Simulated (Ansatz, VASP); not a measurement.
**CdS in VASP and in Ansatz**

```
Cd S
1.0
    -0.04644    2.93921    2.93921
     2.93921   -0.04644    2.93921
     2.89278    2.89278    0.00000
Cd S
1 1
Direct
  0.99650 0.99650 0.00350
  0.25350 0.25350 0.24650
```

Change from the starting cell: shear_xy strain -3.2%.

Alike in both runs: task single point; functional PBE; k mesh 8 × 8 × 8; occupations fermi-dirac, width 0.02 eV; no spin polarisation.

|  | VASP | Ansatz |
| --- | --- | --- |
| version | VASP 6.6.1 | Ansatz 0.2.0 |
| potentials or method | VASP PAW PBE potentials, release 64 (Cd, S) | plane waves, PAW |
| plane-wave cutoff (eV) | 520 | 420 |
| valence electrons in the cell | 18 | 26 |

```csv
,VASP,Ansatz,Ansatz less VASP
gap on the k mesh at the Fermi level (eV),1.03,1.03,-0.002
pressure (GPa),1.7,1.4,-0.33
"traceless stress, the component that is largest in VASP (GPa)",0.79,0.79,-0.002
```

VASP's potentials hold 18 valence electrons a cell and Ansatz's 26, so a difference there can come from the potentials and not from the codes.
